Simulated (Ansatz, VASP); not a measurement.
**Two plane-wave programs on Ti**

```
Ti
1.0
     0.00000    2.04344    2.04344
     2.04344    0.00000    2.04344
     2.04344    2.04344    0.00000
Ti
1
Cartesian
  0.0000 0.0000 0.0000
```

Change from the starting cell: volume scaled by 1.02, PAW files.

Alike in both runs: task electric field gradients; functional LDA; k mesh 15 × 15 × 15; occupations fermi-dirac, width 0.05 eV; no spin polarisation.

|  | VASP | Ansatz |
| --- | --- | --- |
| version | VASP 6.6.1 | Ansatz 0.2.0 |
| potentials or method | VASP PAW LDA potentials, release 64 (Ti_sv) | PAW with Ansatz's default frozen-core files, scalar-relativistic |
| plane-wave cutoff (eV) | 400 | 420 |
| valence electrons in the cell | 12 | 12 |

```csv
,VASP,Ansatz,Ansatz less VASP
pressure (GPa),-7.7,-6.8,+0.81
```

LDA's correlation is that of Perdew and Zunger in VASP and of Perdew and Wang (1992) in Ansatz.
